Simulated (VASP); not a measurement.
Crystal: Sb.

```xyz
2
Lattice="0.0000 3.4030 3.4030 3.4030 0.0000 3.4030 3.4030 3.4030 0.0000" Properties=species:S:1:pos:R:3 pbc="T T T"
Sb    0.0000    0.0000    0.0000
Sb    1.7015    1.7015    1.7015
```

- Program: VASP 6.6.1
- Task: relaxation of cell and atoms
- Functional: PBEsol
- Potentials or basis: VASP PAW PBE potentials, release 64 (Sb)
- Cutoff: 600 eV
- k mesh: 14 × 14 × 14
- Occupations: gaussian, width 0.1 eV
- Spin: no spin polarisation

At the start: pressure 1.2 GPa; volume 39.41 Å³/atom.

Task: How do energy, volume and symmetry change on relaxing?

Result: Over 3 steps the energy falls by 4.6 meV/atom and the volume is 40.68 Å³/atom (+3.2 %); space group Fd-3m (No. 227, to 0.05 Å).

Step by step:
```csv
step,energy change (eV),largest force (eV/Å),pressure (GPa),volume (Å³)
1,0.0000,0.0000,1.19,78.82
2,-0.0083,0.0000,-0.35,82.20
3,-0.0092,0.0000,0.00,81.37
```

Final structure:
```
Sb
1.0
     0.00000    3.43929    3.43929
     3.43929    0.00000    3.43929
     3.43929    3.43929    0.00000
Sb
2
Direct
  0.00000 0.00000 0.00000
  0.25000 0.25000 0.25000
```

Caveat: the PAW data sets were made with another functional, which shifts forces and pressure a little.
